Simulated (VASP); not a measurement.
# CoO (R3m) in VASP: notebook

CoO is run at these levels: LDA, PBEsol; tasks: single point.

Everything below comes from runs of VASP 6.6.1. Logs are shortened: lines on timing, memory, paths and dates and some standing lists are left out, and cuts for length are marked.

## Step 1: The cell of the first run

It takes space group R3m (No. 160, trigonal). The conventional cell has a = 3.204 Å, b = 3.204 Å, c = 7.699 Å, α = 90.00°, β = 90.00°, γ = 120.00°. Within 2.5 Å of Co (site symmetry 3m) lie 4 O at 1.91 to 1.96 Å. Within 2.5 Å of O (site symmetry 3m) lie 4 Co at 1.91 to 1.96 Å.

## Step 2: Single point, LDA, collinear spin, ferromagnetic start

The input, INCAR:

```
SYSTEM = CoO
PREC = Accurate
ENCUT = 520
EDIFF = 1E-6
ISMEAR = 0
SIGMA = 0.1
LREAL = .False.
LASPH = .True.
NELM = 150
ALGO = Normal
ISIF = 2
LWAVE = .False.
LCHARG = .False.
ISPIN = 2
MAGMOM = 2 0
LORBIT = 11
LMAXMIX = 4
NBANDS = 18
```

The input, KPOINTS:

```
regular mesh
0
Gamma
  10 10 10
  0 0 0
```

The input, POSCAR:

```
CoO
1.0
    1.6022198417      0.9250420569      2.5664708903
   -1.6022198417      0.9250420569      2.5664708903
    0.0000000000     -1.8500841138      2.5664708903
Co O
1 1
Direct
    0.9989783200      0.9989783200      0.9989783200
    0.7510210300      0.7510210300      0.7510210300
```

Potentials or basis: VASP PAW LDA potentials, release 64 (Co, O).

Command:

```
$ cat potpaw_LDA.64/Co/POTCAR potpaw_LDA.64/O/POTCAR > POTCAR
$ mpirun -np 1 vasp_std > vasp.out
```

OUTCAR:

```text
SYSTEM = CoO
   PREC = Accurate
   ENCUT = 520
   EDIFF = 1E-6
   ISMEAR = 0
   LREAL = .False.
   LASPH = .True.
   NELM = 150
   ISIF = 2
   ISPIN = 2
   LORBIT = 11

 ion  position               nearest neighbor table
   1  0.999  0.999  0.999-   2 1.91   2 1.96   2 1.96   2 1.96
   2  0.751  0.751  0.751-   1 1.91   1 1.96   1 1.96   1 1.96

  LATTYP: Found a trigonal (rhomboedric) cell.
 ALAT       =     3.1637926700
 COS(alpha) =     0.4870699110

  Lattice vectors:

 A1 = (   1.6022198417,   0.9250420569,   2.5664708903)
 A2 = (  -1.6022198417,   0.9250420569,   2.5664708903)
 A3 = (   0.0000000000,  -1.8500841138,   2.5664708903)

Analysis of symmetry for initial positions (statically):
=====================================================================
 Subroutine PRICEL returns:
 Original cell was already a primitive cell.

 Routine SETGRP: Setting up the symmetry group for a
 trigonal (rhombohedral) supercell.

 Subroutine GETGRP returns: Found  6 space group operations
 (whereof  6 operations were pure point group operations)
 out of a pool of 12 trial point group operations.

The static configuration has the point symmetry C_3v.

Analysis of symmetry for dynamics (positions and initial velocities):
=====================================================================
 Subroutine PRICEL returns:
 Original cell was already a primitive cell.

 Routine SETGRP: Setting up the symmetry group for a
 trigonal (rhombohedral) supercell.

 Subroutine GETGRP returns: Found  6 space group operations
 (whereof  6 operations were pure point group operations)
 out of a pool of 12 trial point group operations.

The dynamic configuration has the point symmetry C_3v.

Analysis of structural, dynamic, and magnetic symmetry:
=====================================================================
 Subroutine PRICEL returns:
 Original cell was already a primitive cell.

 Routine SETGRP: Setting up the symmetry group for a
 trigonal (rhombohedral) supercell.

 Subroutine GETGRP returns: Found  6 space group operations
 (whereof  6 operations were pure point group operations)
 out of a pool of 12 trial point group operations.

The overall configuration has the point symmetry C_3v.

 Subroutine INISYM returns: Found  6 space group operations
 (whereof  6 operations are pure point group operations),
 and found     1 'primitive' translations

----------------------------------------------------------------------------------------

                                     Primitive cell

  volume of cell :      22.8229

  direct lattice vectors                    reciprocal lattice vectors
     1.602219842  0.925042057  2.566470890     0.312067038  0.180171988  0.129880037
    -1.602219842  0.925042057  2.566470890    -0.312067038  0.180171988  0.129880037
     0.000000000 -1.850084114  2.566470890     0.000000000 -0.360343977  0.129880037

  length of vectors
     3.163792670  3.163792670  3.163792670     0.383036037  0.383036037  0.383036037

  position of ions in fractional coordinates (direct lattice)
     0.998978320  0.998978320  0.998978320
     0.751021030  0.751021030  0.751021030

  ion indices of the primitive-cell ions
   primitive index   ion index
                 1           1
                 2           2

----------------------------------------------------------------------------------------

 KPOINTS: regular mesh

Automatic generation of k-mesh.
 Grid dimensions read from file:
 generate k-points for:   10   10   10

 Generating k-lattice:

  Cartesian coordinates                     Fractional coordinates (reciprocal lattice)
     0.031206704  0.018017199  0.012988004     0.100000000  0.000000000  0.000000000
    -0.031206704  0.018017199  0.012988004     0.000000000  0.100000000  0.000000000
     0.000000000 -0.036034398  0.012988004     0.000000000  0.000000000  0.100000000

  Length of vectors
     0.038303604  0.038303604  0.038303604

  Shift w.r.t. Gamma in fractional coordinates (k-lattice)
     0.000000000  0.000000000  0.000000000

 Subroutine IBZKPT returns following result:
 ===========================================

 Found    116 irreducible k-points:

 Following reciprocal coordinates:
            Coordinates               Weight
  0.000000  0.000000  0.000000      1.000000
  0.100000  0.000000 -0.000000      6.000000
  0.200000  0.000000 -0.000000      6.000000
  0.300000  0.000000  0.000000      6.000000
  0.400000 -0.000000 -0.000000      6.000000
  0.500000  0.000000 -0.000000      3.000000
[... 16 lines left out ...]
  0.300000  0.300000  0.000000      6.000000
  0.400000  0.300000  0.000000     12.000000
 [... further k-points ...]
   k-points           NKPTS =    116   k-points in BZ     NKDIM =    116   number of bands    NBANDS=     18
   number of dos      NEDOS =    301   number of ions     NIONS =      2
   total plane-waves  NPLWV =  13824
   dimension x,y,z NGX =    24 NGY =   24 NGZ =   24
[... 110 lines left out ...]
      2      -1.2079      1.00000
      3      -0.2444      1.00000
      4      -0.2171      1.00000
      5       3.4998      1.00000
      6       3.5065      1.00000
[... 375 lines left out ...]
      4      -0.1677      1.00000
      5       3.3277      1.00000
      6       3.6286      1.00000
[... 10 lines left out ...]
     17      29.6386      0.00000
     18      32.3975      0.00000

 k-point    23 :       0.3000    0.3000    0.0000
  band No.  band energies     occupation
      1     -13.5951      1.00000
      2      -1.3959      1.00000
      3      -0.0213      1.00000
      4       0.0303      1.00000
      5       2.9486      1.00000
      6       3.7403      1.00000
[... 10 lines left out ...]
     17      32.2392      0.00000
     18      32.4261      0.00000

 k-point    24 :       0.4000    0.3000    0.0000
  band No.  band energies     occupation
      1     -13.4671      1.00000
      2      -1.4303      1.00000
      3       0.0934      1.00000
      4       0.1051      1.00000
      5       2.9172      1.00000
      6       3.7674      1.00000
[... 10 lines left out ...]
     17      32.2380      0.00000
     18      34.1157      0.00000

 [... further k-points ...]

 spin component 2

 k-point     1 :       0.0000    0.0000    0.0000
  band No.  band energies     occupation
      1     -13.7093      1.00000
      2       0.4157      1.00000
      3       0.4901      1.00000
      4       0.4901      1.00000
      5       5.1699      1.00000
      6       5.1699      1.00000
[... 10 lines left out ...]
     17      26.5396      0.00000
     18      28.7874      0.00000

 k-point     2 :       0.1000    0.0000   -0.0000
  band No.  band energies     occupation
      1     -13.6477      1.00000
      2       0.2577      1.00000
      3       0.4583      1.00000
      4       0.5165      1.00000
      5       5.1505      1.00000
      6       5.1517      1.00000
[... 10 lines left out ...]
     17      28.2668      0.00000
     18      29.8587      0.00000

 k-point     3 :       0.2000    0.0000   -0.0000
  band No.  band energies     occupation
      1     -13.4840      1.00000
      2      -0.2024      1.00000
      3       0.5303      1.00000
      4       0.5814      1.00000
      5       5.1291      1.00000
      6       5.1319      1.00000
[... 10 lines left out ...]
     17      30.8787      0.00000
     18      31.6250      0.00000

 k-point     4 :       0.3000    0.0000    0.0000
  band No.  band energies     occupation
      1     -13.2759      1.00000
      2      -0.6285      1.00000
      3       0.6134      1.00000
      4       0.6512      1.00000
      5       5.1719      1.00000
      6       5.1722      1.00000
[... 375 lines left out ...]
      4       0.6855      1.00000
      5       4.9932      1.00000
      6       5.3237      0.99996
[... 10 lines left out ...]
     17      30.0348      0.00000
     18      32.7860      0.00000

 k-point    23 :       0.3000    0.3000    0.0000
  band No.  band energies     occupation
      1     -13.1316      1.00000
      2      -0.7757      1.00000
      3       0.7524      1.00000
      4       0.7957      1.00000
      5       4.5750      1.00000
      6       5.4184      0.99576
[... 10 lines left out ...]
     17      32.6468      0.00000
     18      32.8261      0.00000

 k-point    24 :       0.4000    0.3000    0.0000
  band No.  band energies     occupation
      1     -12.9979      1.00000
      2      -0.8593      1.00000
      3       0.7996      1.00000
      4       0.8335      1.00000
      5       4.5570      1.00000
      6       5.4638      0.97670
[... 10 lines left out ...]
     17      32.6123      0.00000
     18      34.5265      0.00000

 [... further k-points ...]
[... 5 lines left out ...]
  --------------------------------------------------------------------------------------
  -------------------------------------------------------------------------------------
  Total       -2.7054224     -2.7054224     -2.1050048      0.0000000     -0.0000000      0.0000000
  in kB     -189.9216565   -189.9216565   -147.7721168      0.0000000     -0.0000000      0.0000000
  external PRESSURE =    -175.8718100 kB  Pullay stress =       0.0000000 kB

 VOLUME and BASIS-vectors are now :
 -----------------------------------------------------------------------------
  energy-cutoff  :      520.00
  volume of cell :       22.82
      direct lattice vectors                 reciprocal lattice vectors
     1.602219842  0.925042057  2.566470890     0.312067038  0.180171988  0.129880037
    -1.602219842  0.925042057  2.566470890    -0.312067038  0.180171988  0.129880037
     0.000000000 -1.850084114  2.566470890     0.000000000 -0.360343977  0.129880037

 POSITION                                       TOTAL-FORCE (eV/Angst)
 -----------------------------------------------------------------------------------
      0.00000      0.00000      7.69155         0.000000      0.000000      0.194533
      0.00000      0.00000      5.78242         0.000000     -0.000000     -0.194533
 -----------------------------------------------------------------------------------
    total drift:                               -0.000000     -0.000000     -0.000064

  FREE ENERGIE OF THE ION-ELECTRON SYSTEM (eV)
  ---------------------------------------------------
  free  energy   TOTEN  =       -14.9641516570 eV

  energy  without entropy=      -14.9476173913  energy(sigma->0) =      -14.95588452

 total charge

# of ion       s       p       d       tot
------------------------------------------
    1        0.346   0.451   7.239   8.036
    2        1.542   3.395   0.000   4.937
--------------------------------------------------
tot          1.888   3.845   7.239  12.973

 magnetization (x)

# of ion       s       p       d       tot
------------------------------------------
    1        0.014   0.045   2.034   2.093
    2        0.018   0.236   0.000   0.254
--------------------------------------------------
tot          0.032   0.282   2.034   2.347
```

It took 37 s on 1 thread of Intel Xeon 6975P-C (Granite Rapids), shared host; peak memory 0.18 GiB.

What came out:

| Item | Value |
| --- | --- |
| Free energy | -14.9642 eV |
| Pressure | -17.6 GPa |
| Largest force | 0.195 eV/Å |
| Net moment | 2.42 μB per cell |
| Site moments | Co +2.09; O +0.25 μB |
| Valence electrons inside the program's atomic spheres | Co 8.04; O 4.94 |

Forces on the atoms (eV/Å):
```
Co   0.000  0.000  0.195
O    0.000  0.000 -0.195
```

Levels at points of the mesh, in eV from the Fermi level:
Spin up:
```tsv
k point	band 7	band 8	band 9	band 10	band 11	band 12
(0.00, 0.00, 0.00)	0.25	0.52	0.52	0.66	13.92	13.92
(0.50, 0.00, 0.00)	-1.97	-0.28	-0.24	5.73	6.96	13.53
(0.50, 0.50, 0.00)	-1.49	-1.41	-1.35	5.34	9.89	11.04
(0.50, 0.50, 0.50)	-1.98	-0.41	-0.41	5.69	7.28	13.43
```
Spin down:
```csv
k point,band 3,band 4,band 5,band 6,band 7,band 8,band 9,band 10
"(0.00, 0.00, 0.00)",-5.11,-5.11,-0.43,-0.43,0.63,2.24,2.24,2.34
"(0.50, 0.00, 0.00)",-4.91,-4.89,-0.26,-0.25,-0.11,1.41,1.45,6.10
"(0.50, 0.50, 0.00)",-4.62,-4.58,-1.12,-0.05,0.07,0.51,0.60,6.11
"(0.50, 0.50, 0.50)",-4.83,-4.83,-0.25,-0.24,-0.24,1.29,1.29,6.06
```

Caveat: a cell with one magnetic atom can't hold antiferromagnetic order, which such compounds often take; semilocal functionals often make such compounds metallic where correlation or magnetic order opens a gap, which also shifts bond lengths.

## Step 3: Single point, PBEsol, collinear spin, ferromagnetic start

This run uses another cell than the first one, of 12.10 Å³/atom, 1.060 times its volume.

The input, INCAR:

```
SYSTEM = CoO
PREC = Accurate
ENCUT = 600
EDIFF = 1E-6
ISMEAR = -1
SIGMA = 0.05
LREAL = .FALSE.
LASPH = .TRUE.
NELM = 200
ALGO = Normal
ISIF = 2
LWAVE = .FALSE.
LCHARG = .FALSE.
ISPIN = 2
MAGMOM = 2 0
LORBIT = 11
LMAXMIX = 4
GGA = PS
NBANDS = 22
GGA_COMPAT = .FALSE.
```

The input, KPOINTS:

```
Automatic mesh
0
G
  10 10 10
  0 0 0
```

The input, POSCAR:

```
CoO
1.0
    1.6336438949      0.9431847425      2.6168066281
   -1.6336438949      0.9431847425      2.6168066281
    0.0000000000     -1.8863694850      2.6168066281
Co O
1 1
Direct
    0.9989783200      0.9989783200      0.9989783200
    0.7510210300      0.7510210300      0.7510210300
```

Potentials or basis: VASP PAW PBE potentials, release 64 (Co_sv, O).

Command:

```
$ cat potpaw_PBE.64/Co_sv/POTCAR potpaw_PBE.64/O/POTCAR > POTCAR
$ mpirun -np 1 vasp_std > vasp.out
```

It took 93 s on 1 thread of Intel Xeon 6975P-C (Granite Rapids), shared host; peak memory 0.24 GiB.

It converged, with:

| Property | Result |
| --- | --- |
| Free energy | -14.2077 eV |
| Pressure | -15.4 GPa |
| Largest force | 0.167 eV/Å |
| Net moment | 2.93 μB per cell |
| Site moments | Co +2.45; O +0.33 μB |
| Valence electrons inside the program's atomic spheres | Co 14.89; O 4.94 |

Forces in eV/Å, atoms in the order of the input:
```
Co   0.000  0.000  0.167
O    0.000  0.000 -0.167
```

Stress tensor (GPa, compression positive):
```
-16.69   0.00   0.00
  0.00 -16.69   0.00
  0.00   0.00 -12.71
```

Levels at points of the mesh, in eV from the Fermi level:
Spin up:
```csv
k point,band 11,band 12,band 13,band 14,band 15,band 16
"(0.00, 0.00, 0.00)",-0.09,0.07,0.07,0.21,13.38,13.38
"(0.50, 0.00, 0.00)",-2.28,-0.67,-0.62,5.28,6.57,12.95
"(0.50, 0.50, 0.00)",-1.92,-1.77,-1.68,4.89,9.27,10.59
"(0.50, 0.50, 0.50)",-2.31,-0.78,-0.78,5.26,6.87,12.86
```
Spin down:
```tsv
k point	band 7	band 8	band 9	band 10	band 11	band 12	band 13	band 14
(0.00, 0.00, 0.00)	-4.61	-4.61	-0.38	-0.38	0.42	2.42	2.42	2.51
(0.50, 0.00, 0.00)	-4.46	-4.43	-0.19	-0.18	0.22	1.62	1.66	5.78
(0.50, 0.50, 0.00)	-4.22	-4.18	-0.76	-0.03	0.10	0.82	0.90	5.84
(0.50, 0.50, 0.50)	-4.39	-4.39	-0.16	-0.16	0.08	1.50	1.50	5.74
```

Caveat: the PAW data sets were made with another functional, which shifts forces and pressure a little; a cell with one magnetic atom can't hold antiferromagnetic order, which such compounds often take; semilocal functionals often make such compounds metallic where correlation or magnetic order opens a gap, which also shifts bond lengths. With open d or f shells a metallic result of PBEsol can be an artefact of self-interaction; +U or a hybrid may open a gap.

## Step 4: Single point, PBEsol, collinear spin, ferromagnetic start

The input, INCAR:

```
SYSTEM = CoO
PREC = Accurate
ENCUT = 600
EDIFF = 1E-6
ISMEAR = -1
SIGMA = 0.05
LREAL = .False.
LASPH = .True.
NELM = 200
ALGO = Normal
ISIF = 2
LWAVE = .False.
LCHARG = .False.
ISPIN = 2
MAGMOM = 2 0
LORBIT = 11
LMAXMIX = 4
GGA = PS
NBANDS = 22
GGA_COMPAT = .False.
```

The input, KPOINTS:

```
regular mesh
0
Gamma
  10 10 10
  0 0 0
```

The input, POSCAR:

```
CoO
1.0
    1.6022198417      0.9250420569      2.5664708903
   -1.6022198417      0.9250420569      2.5664708903
    0.0000000000     -1.8500841138      2.5664708903
Co O
1 1
Direct
    0.9989783200      0.9989783200      0.9989783200
    0.7510210300      0.7510210300      0.7510210300
```

Command:

```
$ cat potpaw_PBE.64/Co_sv/POTCAR potpaw_PBE.64/O/POTCAR > POTCAR
$ mpirun -np 1 vasp_std > vasp.out
```

Wall time 89 s (1 thread of Intel Xeon 6975P-C (Granite Rapids), shared host); peak memory 0.24 GiB.

The run converged. Its results:

```yaml
Free_energy: -14.3007 eV
Pressure: -9.8 GPa
Largest_force: 0.214 eV/Å
Net_moment: 2.78 μB per cell
Site_moments: Co +2.33; O +0.31 μB
Valence_electrons_inside_the_program's_atomic_spheres: Co 14.93; O 4.96
```

Forces on the atoms (eV/Å):
```
Co   0.000  0.000  0.214
O    0.000  0.000 -0.214
```

Stress tensor (GPa, compression positive):
```
-11.40   0.00   0.00
  0.00 -11.40   0.00
  0.00   0.00  -6.53
```

Levels at points of the mesh, in eV from the Fermi level:
Spin up:
```csv
k point,band 9,band 10,band 11,band 12,band 13,band 14,band 15,band 16,band 17,band 18
"(0.00, 0.00, 0.00)",-2.31,-2.31,0.02,0.26,0.26,0.41,13.83,13.83,14.41,19.89
"(0.50, 0.00, 0.00)",-2.49,-2.24,-2.23,-0.54,-0.49,5.56,6.82,13.37,13.72,17.31
"(0.50, 0.50, 0.00)",-3.19,-2.00,-1.84,-1.69,-1.61,5.08,9.81,10.91,13.98,14.29
"(0.50, 0.50, 0.50)",-2.56,-2.26,-2.26,-0.66,-0.66,5.53,7.13,13.28,13.28,17.04
```
Spin down:
```tsv
k point	band 7	band 8	band 9	band 10	band 11	band 12	band 13	band 14
(0.00, 0.00, 0.00)	-5.02	-5.02	-0.45	-0.45	0.50	2.52	2.52	2.61
(0.50, 0.00, 0.00)	-4.84	-4.82	-0.24	-0.23	0.15	1.66	1.69	6.02
(0.50, 0.50, 0.00)	-4.57	-4.53	-0.95	-0.06	0.08	0.80	0.87	6.05
(0.50, 0.50, 0.50)	-4.76	-4.76	-0.21	-0.21	0.00	1.54	1.54	5.97
```

Caveat: the PAW data sets were made with another functional, which shifts forces and pressure a little; a cell with one magnetic atom can't hold antiferromagnetic order, which such compounds often take; semilocal functionals often make such compounds metallic where correlation or magnetic order opens a gap, which also shifts bond lengths. With open d or f shells a metallic result of PBEsol can be an artefact of self-interaction; +U or a hybrid may open a gap.

## Step 5: The runs side by side

```tsv
level	potentials or basis	cell	cutoff (eV)	smearing	second run	gap on the mesh (eV)	pressure (GPa)	moment (μB)	largest force (eV/Å)
LDA	VASP PAW LDA potentials, release 64 (Co, O)	a = 3.164 Å, angles 60.9°, 2 atoms	520	gaussian 0.1 eV	-	none	-17.6	2.42	0.19
PBEsol	VASP PAW PBE potentials, release 64 (Co_sv, O)	a = 3.226 Å, angles 60.9°, 2 atoms	600	fermi-dirac 0.05 eV	valence_matched	none	-15.4	2.93	0.17
PBEsol	VASP PAW PBE potentials, release 64 (Co_sv, O)	a = 3.164 Å, angles 60.9°, 2 atoms	600	fermi-dirac 0.05 eV	valence_matched	none	-9.8	2.78	0.21
```

Alike in all rows: task single point; spin collinear, ferromagnetic start; k mesh 10 × 10 × 10.

Caveats: a cell with one magnetic atom can't hold antiferromagnetic order, which such compounds often take; semilocal functionals often make such compounds metallic where correlation or magnetic order opens a gap, which also shifts bond lengths; the PAW data sets were made with another functional, which shifts forces and pressure a little (some runs).

Total energies depend on the potentials used, so only differences within one code and one set of settings carry meaning.
